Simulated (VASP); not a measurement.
# BaBe2Te3 (Cmmm) in VASP: notebook

BaBe2Te3 is run at these levels: PBEsol; tasks: single point, relaxation of cell and atoms.

All numbers are computed with VASP 6.6.1; they aren't measurements. Logs are shortened: lines on timing, memory, paths and dates and some standing lists are left out, and cuts for length are marked.

### 1 The cell of the first run

The structure is orthorhombic, space group Cmmm (No. 65). The conventional cell has a = 4.955 Å, b = 16.270 Å, c = 4.052 Å, α = 90.00°, β = 90.00°, γ = 90.00°. Within 4.2 Å of Ba (site symmetry mmm) lie 8 Te at 3.20 to 3.72 Å and 2 Ba at 4.05 Å. Be (site symmetry 2/m) has 2 Be at 2.48 Å and 4 Te at 2.70 Å within 3.3 Å. Te (site symmetry m2m) has 4 Be at 2.70 Å and 4 Te at 3.44 to 3.58 Å and 2 Ba at 3.72 Å within 3.8 Å. Within 4.3 Å of Te (site symmetry mmm) lie 4 Ba at 3.20 Å and 6 Te at 3.44 to 4.05 Å and 4 Be at 4.25 Å.

### 2 Single point, PBEsol

INCAR reads:

```
SYSTEM = BaBe2Te3
ALGO = Normal ; EDIFF = 1E-6
ENCUT = 600 ; GGA = PS
GGA_COMPAT = .False. ; ISIF = 2
ISMEAR = -1 ; LASPH = .True.
LCHARG = .True. ; LELF = .True.
LREAL = .False. ; LVHAR = .True.
LWAVE = .False. ; NBANDS = 25
NELM = 120 ; PREC = Accurate
SIGMA = 0.03
```

KPOINTS reads:

```
k-points
0
Gamma
  4 4 4
  0 0 0
```

POSCAR reads:

```
BaBe2Te3
1.0
    2.4772691293     -8.1351436396      0.0000000000
    2.4772691293      8.1351436396      0.0000000000
    0.0000000000      0.0000000000      4.0515905609
Ba Be Te
1 2 3
Direct
    0.5000000000      0.5000000000      0.0000000000
    0.0000000000      0.5000000000      0.5000000000
    0.5000000000      0.0000000000      0.5000000000
    0.1705434603      0.8294565397      0.0000000000
    0.8294565397      0.1705434603      0.0000000000
    0.0000000000      0.0000000000      0.5000000000
```

Potentials or basis: VASP PAW PBE potentials, release 64 (Ba_sv, Be, Te).

Started as:

```sh
cat potpaw_PBE.64/Ba_sv/POTCAR potpaw_PBE.64/Be/POTCAR potpaw_PBE.64/Te/POTCAR > POTCAR
mpirun -np 1 vasp_std > vasp.out
```

OUTCAR:

```text
SYSTEM = BaBe2Te3
   EDIFF = 1E-6
   ENCUT = 600
   GGA = PS
   ISIF = 2
   ISMEAR = -1
   LASPH = .True.
   LREAL = .False.
   NELM = 120
   PREC = Accurate

 ion  position               nearest neighbor table
   1  0.500  0.500  0.000-   6 3.20   6 3.20   6 3.20   6 3.20   4 3.72   5 3.72   4 3.72   5 3.72

   2  0.000  0.500  0.500-   4 2.70   5 2.70   4 2.70   5 2.70
   3  0.500  0.000  0.500-   4 2.70   5 2.70   4 2.70   5 2.70
   4  0.171  0.829  0.000-   2 2.70   3 2.70   2 2.70   3 2.70   6 3.44   6 3.44   5 3.58   5 3.58
                             1 3.72   1 3.72
   5  0.829  0.171  0.000-   2 2.70   3 2.70   2 2.70   3 2.70   6 3.44   6 3.44   4 3.58   4 3.58
                             1 3.72   1 3.72
   6  0.000  0.000  0.500-   1 3.20   1 3.20   1 3.20   1 3.20   4 3.44   5 3.44   5 3.44   4 3.44

  LATTYP: Found a base centered orthorhombic cell.
 ALAT       =     4.9545382586
 B/A-ratio  =     3.2839159635
 C/A-ratio  =     0.8177534110

  Lattice vectors:

 A1 = (   2.4772691293,  -8.1351436396,   0.0000000000)
 A2 = (   2.4772691293,   8.1351436396,   0.0000000000)
 A3 = (   0.0000000000,   0.0000000000,   4.0515905609)

Analysis of symmetry for initial positions (statically):
=====================================================================
 Subroutine PRICEL returns:
 Original cell was already a primitive cell.

 Routine SETGRP: Setting up the symmetry group for a
 base centered orthorhombic supercell.

 Subroutine GETGRP returns: Found  8 space group operations
 (whereof  8 operations were pure point group operations)
 out of a pool of  8 trial point group operations.

The static configuration has the point symmetry D_2h.

Analysis of symmetry for dynamics (positions and initial velocities):
=====================================================================
 Subroutine PRICEL returns:
 Original cell was already a primitive cell.

 Routine SETGRP: Setting up the symmetry group for a
 base centered orthorhombic supercell.

 Subroutine GETGRP returns: Found  8 space group operations
 (whereof  8 operations were pure point group operations)
 out of a pool of  8 trial point group operations.

The dynamic configuration has the point symmetry D_2h.

 Subroutine INISYM returns: Found  8 space group operations
 (whereof  8 operations are pure point group operations),
 and found     1 'primitive' translations

----------------------------------------------------------------------------------------

                                     Primitive cell

  volume of cell :     163.3029

  direct lattice vectors                    reciprocal lattice vectors
     2.477269129 -8.135143640  0.000000000     0.201835156 -0.061461730  0.000000000
     2.477269129  8.135143640  0.000000000     0.201835156  0.061461730  0.000000000
     0.000000000  0.000000000  4.051590561     0.000000000  0.000000000  0.246816648

  length of vectors
     8.503965215  8.503965215  4.051590561     0.210985720  0.210985720  0.246816648

  position of ions in fractional coordinates (direct lattice)
     0.500000000  0.500000000  0.000000000
     0.000000000  0.500000000  0.500000000
     0.500000000  0.000000000  0.500000000
     0.170543460  0.829456540  0.000000000
     0.829456540  0.170543460  0.000000000
     0.000000000  0.000000000  0.500000000

  ion indices of the primitive-cell ions
   primitive index   ion index
                 1           1
                 2           2
                 3           3
                 4           4
                 5           5
                 6           6

----------------------------------------------------------------------------------------

 KPOINTS: k-points

Automatic generation of k-mesh.
 Grid dimensions read from file:
 generate k-points for:    4    4    4

 Generating k-lattice:

  Cartesian coordinates                     Fractional coordinates (reciprocal lattice)
     0.050458789 -0.015365432  0.000000000     0.250000000  0.000000000  0.000000000
     0.050458789  0.015365432  0.000000000     0.000000000  0.250000000  0.000000000
     0.000000000  0.000000000  0.061704162     0.000000000  0.000000000  0.250000000

  Length of vectors
     0.052746430  0.052746430  0.061704162

  Shift w.r.t. Gamma in fractional coordinates (k-lattice)
     0.000000000  0.000000000  0.000000000

 Subroutine IBZKPT returns following result:
 ===========================================

 Found     21 irreducible k-points:

 Following reciprocal coordinates:
            Coordinates               Weight
  0.000000  0.000000  0.000000      1.000000
  0.250000 -0.000000  0.000000      4.000000
  0.500000 -0.000000  0.000000      2.000000
  0.250000  0.250000  0.000000      2.000000
  0.500000  0.250000  0.000000      4.000000
 -0.250000  0.250000  0.000000      2.000000
[... 13 lines left out ...]
 -0.250000  0.250000  0.500000      2.000000
  0.500000  0.500000  0.500000      1.000000
   k-points           NKPTS =     21   k-points in BZ     NKDIM =     21   number of bands    NBANDS=     25
   number of dos      NEDOS =    301   number of ions     NIONS =      6
   total plane-waves  NPLWV = 156800
   dimension x,y,z NGX =    70 NGY =   70 NGZ =   32
   dimension x,y,z NGXF=   140 NGYF=  140 NGZF=   64
   ions per type =               1   2   3
   NGX,Y,Z   is equivalent  to a cutoff of  13.68, 13.68, 13.13 a.u.
   NGXF,Y,Z  is equivalent  to a cutoff of  27.37, 27.37, 26.26 a.u.
 SYSTEM =  BaBe2Te3
   PREC   = accura    normal or accurate (medium, high low for compatibility)
   ISTART =      0    job   : 0-new  1-cont  2-samecut
   ICHARG =      2    charge: 1-file 2-atom 10-const
   ISPIN  =      1    spin polarized calculation?
   LNONCOLLINEAR =      F non collinear calculations
   LSORBIT =      F    spin-orbit coupling
   LASPH  =      T    aspherical Exc in radial PAW
   ENCUT  =  600.0 eV  44.10 Ry    6.64 a.u.  16.98 16.98  8.09*2*pi/ulx,y,z
   NELM   =    120;   NELMIN=  2; NELMDL= -5     # of ELM steps
   EDIFF  = 0.1E-05   stopping-criterion for ELM
   LREAL  =      F    real-space projection
   EDIFFG = 0.1E-04   stopping-criterion for IOM
   NSW    =      0    number of steps for IOM
   IBRION =     -1    ionic relax: 0-MD 1-quasi-New 2-CG
   NFREE  =      0    steps in history (QN), initial steepest desc. (CG)
   ISIF   =      2    stress and relaxation
   ISYM   =      2    0-nonsym 1-usesym 2-fastsym
   POTIM  = 0.5000    time-step for ionic-motion
   TEBEG  =    0.0;   TEEND  =   0.0 temperature during run
   PSTRESS=    0.0 pullay stress
   NELECT =      32.0000    total number of electrons
   NUPDOWN=      -1.0000    fix difference up-down
   EMIN   =  10.00;   EMAX   =-10.00  energy-range for DOS
   EFERMI =   0.00;   METHOD = LEGACY
   ISMEAR =    -1;   SIGMA  =   0.03  broadening in eV -4-tet -1-fermi 0-gaus
   EFERMI_NEDOS =   21; number of points for ismear=-14 and -15
   IALGO  =     38    algorithm
   IMIX   =      4    mixing-type and parameters
     AMIX     =   0.40;   BMIX     =  1.00
     AMIX_MAG =   1.60;   BMIX_MAG =  1.00
  volume/ion in A,a.u.               =      27.22       183.67
  Fermi-wavevector in a.u.,A,eV,Ry     =   0.950882  1.796907 12.302081  0.904177
  Thomas-Fermi vector in A             =   2.079301
   LORBIT       =      0    0 simple, 1 ext, 2 COOP (PROOUT), +10 PAW based schemes
   GGA     = PS    functional components
   LHFCALC =     F    Hartree Fock is set to
   AEXX    =    0.0000 exact exchange contribution
   IVDW    =     0    specifies the selected vdW correction
   LEPSILON=     F    determine dielectric tensor
   LRPA    =     F    only Hartree local field effects (RPA)
 non-spin polarized calculation
  energy-cutoff  :      600.00
  volume of cell :      163.30
 maximum number of plane-waves:      5480
 NGX is ok and might be reduce to    70
   NGX = 33   NGY = 33   NGZ = 17

 number of electron      32.0000001 magnetization

 Free energy of the ion-electron system (eV)
  ---------------------------------------------------
  ext. energy  EPLUGINS =         0.00000000
  ---------------------------------------------------
  free energy    TOTEN  =       -21.50481709 eV

  energy without entropy =      -21.49638048  energy(sigma->0) =      -21.50059878

 E-fermi :   4.8813     XC(G=0):  -9.2059

 val. band max:        4.8677877720   @ k =   0.2500   0.2500   0.5000
 cond. band min:       4.9123880227   @ k =   0.2500  -0.0000   0.2500
 fundamental gap:      0.0446002507
 Fermi energy:         4.8813189924

 k-point     1 :       0.0000    0.0000    0.0000
  band No.  band energies     occupation
      1     -22.6996      2.00000
      2      -8.1306      2.00000
      3      -8.0951      2.00000
      4      -7.7787      2.00000
      5      -7.5212      2.00000
      6      -6.0042      2.00000
[... 17 lines left out ...]
     24       8.8190      0.00000
     25       8.8742      0.00000

 k-point     2 :       0.2500   -0.0000    0.0000
  band No.  band energies     occupation
      1     -22.6950      2.00000
      2      -8.6705      2.00000
      3      -8.0464      2.00000
      4      -7.7541      2.00000
      5      -7.0834      2.00000
      6      -6.2595      2.00000
[... 17 lines left out ...]
     24       9.4605      0.00000
     25       9.7728      0.00000

 k-point     3 :       0.5000   -0.0000    0.0000
  band No.  band energies     occupation
      1     -22.6904      2.00000
      2      -8.9900      2.00000
      3      -7.9812      2.00000
      4      -7.7292      2.00000
      5      -6.7114      2.00000
      6      -6.5700      2.00000
[... 468 lines left out ...]
 k-point    20 :      -0.2500    0.2500    0.5000
  band No.  band energies     occupation
      1     -22.6440      2.00000
      2      -8.8314      2.00000
      3      -7.9949      2.00000
      4      -7.9317      2.00000
      5      -6.6443      2.00000
      6      -5.4636      2.00000
[... 17 lines left out ...]
     24       9.4985      0.00000
     25      10.0686      0.00000

 k-point    21 :       0.5000    0.5000    0.5000
  band No.  band energies     occupation
      1     -22.6440      2.00000
      2      -8.8312      2.00000
      3      -8.0139      2.00000
      4      -7.9318      2.00000
      5      -6.5586      2.00000
      6      -5.5559      2.00000
[... 17 lines left out ...]
     24       9.9583      0.00000
     25      10.2742      0.00000

------------------------ aborting loop because EDIFF is reached ----------------------------------------

  FORCE on cell =-STRESS in cart. coord.  units (eV):
  Direction    XX          YY          ZZ          XY          YZ          ZX
  --------------------------------------------------------------------------------------
  -------------------------------------------------------------------------------------
  Total        0.6209008      0.2225256      0.5679006     -0.0000000      0.0000000      0.0000000
  in kB        6.0917045      2.1832154      5.5717155     -0.0000000      0.0000000      0.0000000
  external PRESSURE =       4.6155451 kB  Pullay stress =       0.0000000 kB

 VOLUME and BASIS-vectors are now :
 -----------------------------------------------------------------------------
  energy-cutoff  :      600.00
  volume of cell :      163.30
      direct lattice vectors                 reciprocal lattice vectors
     2.477269129 -8.135143640  0.000000000     0.201835156 -0.061461730  0.000000000
     2.477269129  8.135143640  0.000000000     0.201835156  0.061461730  0.000000000
     0.000000000  0.000000000  4.051590561     0.000000000  0.000000000  0.246816648

 POSITION                                       TOTAL-FORCE (eV/Angst)
 -----------------------------------------------------------------------------------
      2.47727      0.00000      0.00000        -0.000000      0.000000      0.000000
      1.23863      4.06757      2.02580         0.000000      0.000000      0.000000
      1.23863     -4.06757      2.02580        -0.000000     -0.000000      0.000000
      2.47727      5.36035      0.00000        -0.000000     -0.007999      0.000000
      2.47727     -5.36035      0.00000        -0.000000      0.007999      0.000000
      0.00000      0.00000      2.02580        -0.000000     -0.000000      0.000000
 -----------------------------------------------------------------------------------
    total drift:                               -0.000000      0.000000      0.000000

  FREE ENERGIE OF THE ION-ELECTRON SYSTEM (eV)
  ---------------------------------------------------
  free  energy   TOTEN  =       -21.5048170886 eV

  energy  without entropy=      -21.4963804777  energy(sigma->0) =      -21.50059878
```

Run time: 5.6 min. Hardware: 1 thread of Intel Xeon 8259CL, shared host; peak memory 0.46 GiB.

What came out:

```
Free energy            : -21.5048 eV
Pressure               : 0.5 GPa
Largest force          : 0.008 eV/Å
Band gap on the k mesh : zero (bands 16 and 17 overlap by 0.38 eV)
```

Forces in eV/Å, atoms in the order of the input:
```
Ba   0.000  0.000  0.000
Be   0.000  0.000  0.000
Be   0.000  0.000  0.000
Te   0.000 -0.008  0.000
Te   0.000  0.008  0.000
Te   0.000  0.000  0.000
```

Stress tensor (GPa, compression positive):
```
0.61 0.00 0.00
0.00 0.22 0.00
0.00 0.00 0.56
```

Levels at points of the mesh, in eV from the Fermi level:
```
           k point  band 14  band 15  band 16  band 17  band 18  band 19
(0.00, 0.00, 0.00)    -0.82    -0.57    -0.33     0.11     0.64     0.97
(0.50, 0.00, 0.00)    -1.43    -1.01    -0.26     1.26     2.12     2.56
(0.50, 0.50, 0.00)    -1.14    -0.94    -0.26     0.44     1.70     1.84
(0.00, 0.00, 0.50)    -1.42    -1.28    -0.66     0.40     1.22     2.15
(0.50, 0.00, 0.50)    -1.27    -1.15    -0.72     0.48     0.55     1.83
(0.50, 0.50, 0.50)    -2.13    -1.01    -0.33    -0.30     1.34     2.53
```

Caveat: the k points lie up to 0.39 Å⁻¹ apart; the PAW data sets were made with another functional, which shifts forces and pressure a little; spin-orbit coupling is left out, which moves the levels of the heavy elements.

### 3 Relaxation of cell and atoms, PBEsol

This run uses another cell than the first one, of 28.90 Å³/atom.

INCAR reads:

```
SYSTEM = BaBe2Te3
ALGO = Normal
EDIFF = 1E-7
EDIFFG = -0.01
ENCUT = 600
GGA = PS
GGA_COMPAT = .False.
IBRION = 2
ISIF = 3
ISMEAR = -1
LASPH = .True.
LCHARG = .False.
LREAL = .False.
LWAVE = .False.
NELM = 120
NELMIN = 4
NSW = 100
PREC = Accurate
SIGMA = 0.03
```

KPOINTS is that of step 2.

POSCAR reads:

```
BaBe2Te3
1.0
    3.2126128500     -5.3726862600      0.0000000000
    3.2126128500      5.3726862600      0.0000000000
    0.0000000000      0.0000000000      5.0233407800
Ba Be Te
1 2 3
Direct
    0.5000000000      0.5000000000      0.0000000000
    0.0000000000      0.5000000000      0.5000000000
    0.5000000000      0.0000000000      0.5000000000
    0.1610669100      0.8389330900      0.0000000000
    0.8389330900      0.1610669100      0.0000000000
    0.0000000000      0.0000000000      0.5000000000
```

Potentials or basis: VASP PAW PBE potentials, release 64 (Ba_sv, Be, Te).

Started as:

```sh
cat potpaw_PBE.64/Ba_sv/POTCAR potpaw_PBE.64/Be/POTCAR potpaw_PBE.64/Te/POTCAR > POTCAR
mpirun -np 1 vasp_std > vasp.out
```

Run time: 58 min. Hardware: 1 thread of Intel Xeon 8259CL, shared host; peak memory 0.4 GiB.

It converged, with:

| Property | Result |
| --- | --- |
| Free energy | -21.5053 eV |
| Relaxed volume | 27.45 Å³/atom |
| Relaxed cell | a = 8.507 Å, b = 8.507 Å, c = 4.067 Å, α = 90.00°, β = 90.00°, γ = 145.97° |
| Space group after relaxing (to 0.1 Å) | Cmmm (No. 65) |
| Energy gained by relaxing | 382.2 meV/atom |
| Ionic steps | 33 |
| Pressure after relaxing | 0.0 GPa |
| Largest force after relaxing | 0.007 eV/Å |
| Band gap on the k mesh | zero (bands 16 and 17 overlap by 0.38 eV) |

Forces on the atoms (eV/Å):
```
Ba   0.000  0.000  0.000
Be   0.000  0.000  0.000
Be   0.000  0.000  0.000
Te   0.000 -0.007  0.000
Te   0.000  0.007  0.000
Te   0.000  0.000  0.000
```

Step by step:
| step | energy change (eV) | largest force (eV/Å) | pressure (GPa) | volume (Å³) |
| --- | --- | --- | --- | --- |
| 1 | 0.0000 | 1.5172 | -3.37 | 173.41 |
| 2 | -0.6754 | 1.0822 | -1.12 | 158.39 |
| 3 | -0.8713 | 0.7649 | 1.46 | 148.51 |
| 4 | -0.8740 | 0.7059 | 2.15 | 146.58 |
| 5 | -1.0580 | 0.2619 | 0.49 | 150.39 |
| 6 | -1.1322 | 0.0807 | -0.66 | 154.01 |
| 7 | -1.1401 | 0.1628 | -0.99 | 155.39 |
| 8 | -1.2148 | 0.3310 | 0.33 | 151.59 |
| 9 | -1.2403 | 0.4670 | 1.50 | 148.86 |
| 10 | -1.2223 | 0.6038 | 4.09 | 143.19 |
| 11 | -1.2429 | 0.5802 | 2.55 | 146.53 |
| 12 | -1.2661 | 0.5779 | 2.65 | 146.47 |
| 13 | -1.3440 | 0.5800 | 2.99 | 146.15 |
| 14 | -1.3928 | 0.8076 | 4.85 | 144.84 |
| 15 | -1.4843 | 0.7658 | 4.04 | 147.68 |
| 16 | -1.5804 | 0.5876 | 2.32 | 155.18 |
| 17 | -1.6454 | 0.5564 | 1.53 | 157.27 |
| 18 | -1.7486 | 0.4959 | -0.59 | 163.55 |
| 19 | -1.7534 | 0.4824 | -1.05 | 165.11 |
| 20 | -1.8031 | 0.5147 | -0.84 | 164.30 |
| 21 | -1.9394 | 0.6784 | -0.20 | 161.68 |
| 22 | -2.1454 | 0.7176 | 1.70 | 155.63 |
| 23 | -2.1959 | 0.4529 | 1.28 | 157.23 |
| 24 | -2.2218 | 0.0915 | 0.75 | 159.50 |
| 25 | -2.2436 | 0.0525 | 0.39 | 160.77 |
| 26 | -2.2653 | 0.0411 | -0.36 | 163.63 |
| 27 | -2.2749 | 0.0469 | -0.08 | 162.94 |
| 28 | -2.2829 | 0.0760 | 0.57 | 161.45 |
| 29 | -2.2887 | 0.0898 | 0.38 | 162.76 |
| 30 | -2.2900 | 0.1020 | 0.23 | 163.85 |
| 31 | -2.2929 | 0.0553 | -0.04 | 164.80 |
| 32 | -2.2930 | 0.0411 | -0.12 | 165.10 |
| 33 | -2.2934 | 0.0071 | 0.01 | 164.70 |

Final structure:
```
Ba Be Te
1.0
     2.48905   -8.13433    0.00000
     2.48905    8.13433    0.00000
     0.00000    0.00000    4.06741
Ba Be Te
1 2 3
Direct
  0.50000 0.50000 0.00000
  0.00000 0.50000 0.50000
  0.50000 0.00000 0.50000
  0.17067 0.82933 0.00000
  0.82933 0.17067 0.00000
  0.00000 0.00000 0.50000
```

Levels at points of the mesh, in eV from the Fermi level:
```csv
k point,band 14,band 15,band 16,band 17,band 18,band 19
"(0.00, 0.00, 0.00)",-0.83,-0.59,-0.35,0.09,0.64,0.96
"(0.50, 0.00, 0.00)",-1.42,-1.01,-0.28,1.23,2.09,2.54
"(0.50, 0.50, 0.00)",-1.17,-0.97,-0.25,0.42,1.68,1.83
"(0.00, 0.00, 0.50)",-1.39,-1.28,-0.67,0.41,1.17,2.14
"(0.50, 0.00, 0.50)",-1.26,-1.19,-0.71,0.47,0.55,1.84
"(0.50, 0.50, 0.50)",-2.11,-1.02,-0.32,-0.30,1.30,2.50
```

Caveat: a cell axis changed by over 15 % at a fixed basis, so the end point is rough; the PAW data sets were made with another functional, which shifts forces and pressure a little; spin-orbit coupling is left out, which moves the levels of the heavy elements.
